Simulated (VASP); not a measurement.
A run of VASP 6.6.1 is set up as follows.

Contents of INCAR:

```
  PREC = Accurate
  ENCUT = 600
  EDIFF = 1E-6
  ISMEAR = 0
  SIGMA = 0.1
  LREAL = False
  LASPH = True
  NELM = 60
  ALGO = Normal
  ISIF = 3
  LWAVE = False
  LCHARG = False
  GGA = PE
  IBRION = 2
  NSW = 90
  EDIFFG = -0.04
```

KPOINTS

```
regular mesh
0
Gamma
  6 6 2
```

POSCAR

```
In2GeS2
1.0
    3.9187165600      0.0000000000      0.0000000000
   -1.9593582800      3.3937080900      0.0000000000
    0.0000000000      0.0000000000      9.5683238000
In Ge S
2 1 2
Direct
    0.3333333300      0.6666666700      0.3453400100
    0.6666666700      0.3333333300      0.6546599900
    0.0000000000      0.0000000000      0.5000000000
    0.3333333300      0.6666666700      0.8444100000
    0.6666666700      0.3333333300      0.1555900000
```

Potentials or basis: VASP PAW PBE potentials, release 64 (In_d, Ge_d, S).

The run is started by

```sh
$ cat potpaw_PBE.64/In_d/POTCAR potpaw_PBE.64/Ge_d/POTCAR potpaw_PBE.64/S/POTCAR > POTCAR
$ mpirun -np 1 vasp_std > vasp.out
```

Question: Estimate the relaxed cell.

Answer: a = 3.804 Å, b = 3.804 Å, c = 10.366 Å, α = 90.00°, β = 90.00°, γ = 120.00°.

Question: What does it give for the relaxed volume?

Answer: 25.98 Å³/atom.

Question: Predict the band gap on the k mesh.

Answer: Zero (bands 26 and 27 overlap by 1.84 eV).

Question: Predict the space group after relaxing (to 0.1 Å).

Answer: P-3m1 (No. 164).

Final structure:
```
In Ge S
1.0
     3.80360    0.00000    0.00000
    -1.90180    3.29402    0.00000
     0.00000    0.00000   10.36617
In Ge S
2 1 2
Cartesian
  0.0000 2.1960 3.0268
  1.9018 1.0980 7.3393
  0.0000 0.0000 5.1831
  0.0000 2.1960 8.6183
  1.9018 1.0980 1.7479
```

Caveat: spin-orbit coupling is left out, which moves the levels of the heavy elements; this functional lacks dispersion, which binds the layers, so the pressure and a relaxed spacing across them are unreliable.
